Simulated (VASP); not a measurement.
Set up this calculation in VASP 6.6.1, as the native input.

| Property | Result |
| --- | --- |
| Task | single point |
| Functional | PBEsol |
| Dispersion | D3(BJ) |
| Potentials or basis | VASP PAW PBE potentials, release 64 (C) |
| Cutoff | 520 eV |
| k mesh | 15 × 15 × 15 |
| Occupations | gaussian, width 0.05 eV |
| Spin | no spin polarisation |
| Dipole correction | no |
| Further INCAR settings | ALGO = Normal; EDIFF = 1e-06; NBANDS = 11 |

The structure of C lies in POSCAR:

```
C
1.0
    1.2597722633      0.7273298553      3.3650427020
   -1.2597722633      0.7273298553      3.3650427020
    0.0000000000     -1.4546597106      3.3650427021
C
2
Direct
    0.1665836162      0.1665836162      0.1665836162
    0.8334163838      0.8334163838      0.8334163838
```

One way to write it, as run:

INCAR

```
SYSTEM = C
PREC = Accurate
ENCUT = 520
EDIFF = 1E-6
ISMEAR = 0
SIGMA = 0.05
LREAL = .FALSE.
LASPH = .TRUE.
NELM = 60
ALGO = Normal
ISIF = 2
LWAVE = .FALSE.
LCHARG = .FALSE.
GGA = PS
IVDW = 12
NBANDS = 11
```

KPOINTS

```
regular mesh
0
G
  15 15 15
  0 0 0
```

Potentials or basis: VASP PAW PBE potentials, release 64 (C).

Command:

```sh
$ cat potpaw_PBE.64/C/POTCAR > POTCAR
$ mpirun -np 1 vasp_std > vasp.out
```

It gave:

* Pressure: -18.8 GPa
* Largest force: 0.004 eV/Å
* Dispersion energy per atom: -0.108 eV

Caveat: the stress differs along the axes, from -28 to -1 GPa; the PAW data sets were made with another functional, which shifts forces and pressure a little.

Wall time 37 s on 1 thread of Intel(R) Xeon(R) 6975P-C (Granite Rapids) (shared host), peak memory 0.2 GiB.
